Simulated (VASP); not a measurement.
Crystal: Zr.

```
Zr
1.0
     3.23200    0.00000    0.00000
    -1.61600    2.79899    0.00000
     0.00000    0.00000    5.14700
Zr
2
Cartesian
  0.0000 1.8660 1.2868
  1.6160 0.9330 3.8603
```

| Property | Result |
| --- | --- |
| Program | VASP 6.6.1 |
| Task | relaxation of cell and atoms |
| Functional | LDA |
| Potentials or basis | VASP PAW LDA potentials, release 64 (Zr_sv) |
| Cutoff | 600 eV |
| k mesh | 11 × 11 × 6 |
| Occupations | fermi-dirac, width 0.05 eV |
| Spin | collinear spin |
| Starting moments | [1.0, 1.0] μB |

At the start: pressure -6.1 GPa; volume 23.28 Å³/atom.

Question: Where does the relaxation end?

Answer: Over 6 steps the energy falls by 29.4 meV/atom and the volume is 21.80 Å³/atom (-6.4 %); space group P6_3/mmc (No. 194, to 0.1 Å) before and after; moment 0.00 μB per cell.

Step by step:
```csv
step,energy change (eV),largest force (eV/Å),pressure (GPa),volume (Å³)
1,0.0000,0.0000,-6.07,46.56
2,0.0046,0.0000,7.50,40.87
3,-0.0578,0.0000,-0.07,43.68
4,-0.0578,0.0000,0.06,43.63
5,-0.0585,0.0000,0.03,43.61
6,-0.0587,0.0000,0.01,43.60
```

Final structure:
```yaml
crystal:
  lattice:
    - [3.14964, 0.00000, 0.00000]
    - [-1.57482, 2.72767, 0.00000]
    - [0.00000, 0.00000, 5.07441]
  atoms:
    - { symbol: Zr, position: [0.33333, 0.66667, 0.25000] }
    - { symbol: Zr, position: [0.66667, 0.33333, 0.75000] }
```
